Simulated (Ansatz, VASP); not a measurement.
One calculation of MgO, two programs

File INCAR:

```
SYSTEM = MgO
PREC = Accurate
ENCUT = 520
EDIFF = 1E-6
ISMEAR = 0
SIGMA = 0.05
LREAL = .False.
LASPH = .True.
NELM = 100
ALGO = Normal
ISIF = 2
LWAVE = .False.
LCHARG = .False.
GGA = PE
NBANDS = 16
```

File KPOINTS:

```
Automatic mesh
0
Gamma
  9 9 6
  0 0 0
```

File POSCAR:

```
MgO
1.0
    3.3152854007      0.0000000000      0.0000000000
   -1.6576427004      2.8711213778      0.0000000000
    0.0000000000      0.0000000000      5.1215474231
Mg O
2 2
Direct
    0.3025778424      0.6276575182      0.0063188067
    0.6974221576      0.3723424818      0.5063188067
    0.3617497915      0.7027090708      0.3982811933
    0.6382502085      0.2972909292      0.8982811933
```

Input for Ansatz:

```yaml
crystal:
  lattice:
    - [3.3152854007, 0.0, 0.0]
    - [-1.6576427004, 2.8711213778, 0.0]
    - [0.0, 0.0, 5.1215474231]
  atoms:
    - { symbol: Mg, position: [0.3025778424, 0.6276575182, 0.0063188067] }
    - { symbol: Mg, position: [0.6974221576, 0.3723424818, 0.5063188067] }
    - { symbol: O, position: [0.3617497915, 0.7027090708, 0.3982811933] }
    - { symbol: O, position: [0.6382502085, 0.2972909292, 0.8982811933] }
basis:
  ecutwfc: 520.0
kpoints:
  mp_grid: { grid: [9, 9, 6] }
hamiltonian:
  xc: pbe
  pseudopotentials: { kind: paw, azcp: { folder: soft_1 } }
scf:
  occupations: { method: gaussian, width: 0.05 }
output:
  forces: true
  stress: true
  eigenvalues: true
```

Change from the starting cell: mode 4 frozen in at -0.037 Å and mode 5 at -0.112 Å (largest displacements).

Alike in both runs: task single point; functional PBE; k mesh 9 × 9 × 6; occupations gaussian, width 0.05 eV; no spin polarisation.

```csv
,VASP,Ansatz
version,VASP 6.6.1,Ansatz 0.2.0
potentials or method,"VASP PAW PBE potentials, release 64 (Mg, O), cutoff 520 eV","scalar-relativistic, plane waves, PAW"
valence electrons in the cell,16,32
```

```tsv
	VASP	Ansatz	Ansatz less VASP
gap on the k mesh at the Fermi level (eV)	3.30	3.32	+0.020
least direct gap on the mesh (eV)	3.30	3.32	+0.020
pressure (GPa)	-0.7	-0.3	+0.44
traceless stress, the component that is largest in VASP (GPa)	-0.49	-0.48	+0.005
rms of the force components (eV/Å)	0.176	0.174	-0.0018
```

Atom by atom the forces differ by 0.002 eV/Å (rms over components). VASP's potentials hold 16 valence electrons a cell and Ansatz's 32, so a difference there can come from the potentials and not from the codes.
